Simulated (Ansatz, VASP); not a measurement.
**Sn2As in VASP and in Ansatz**

```
Sn As
1.0
     4.26294   -3.29572    0.00000
     4.26294    3.29572    0.00000
     0.00000    0.00000    5.85377
Sn As
4 2
Direct
  0.00321 0.38093 0.75000
  0.61907 0.99679 0.75000
  0.99679 0.61907 0.25000
  0.38093 0.00321 0.25000
  0.45688 0.54312 0.75000
  0.54312 0.45688 0.25000
```

Alike in both runs: functional PBE; k mesh 4 × 4 × 2; occupations gaussian, width 0.1 eV; no spin polarisation.

Ansatz relaxed the structure, and its values are those at the end. VASP's run is a single point on that final structure, the one shown.

|  | VASP | Ansatz |
| --- | --- | --- |
| version | VASP 6.6.1 | Ansatz 0.2.0 |
| potentials or method | VASP PAW PBE potentials, release 64 (Sn_d, As), cutoff 520 eV | scalar-relativistic, plane waves, PAW |
| valence electrons in the cell | 66 | 86 |

```csv
,VASP,Ansatz,Ansatz less VASP
gap on the k mesh at the Fermi level (eV),none,none,-
pressure (GPa),0.0,0.0,+0.01
rms of the force components (eV/Å),0.004,0.003,-0.0014
```

A gap of «none» marks a metal or a gap that the smearing closes. With one functional, cell and mesh, what is left measures potentials, basis and numerics. VASP's potentials hold 66 valence electrons a cell and Ansatz's 86, so a difference there can come from the potentials and not from the codes.

The k mesh is coarse, so the values compare programs but aren't converged.
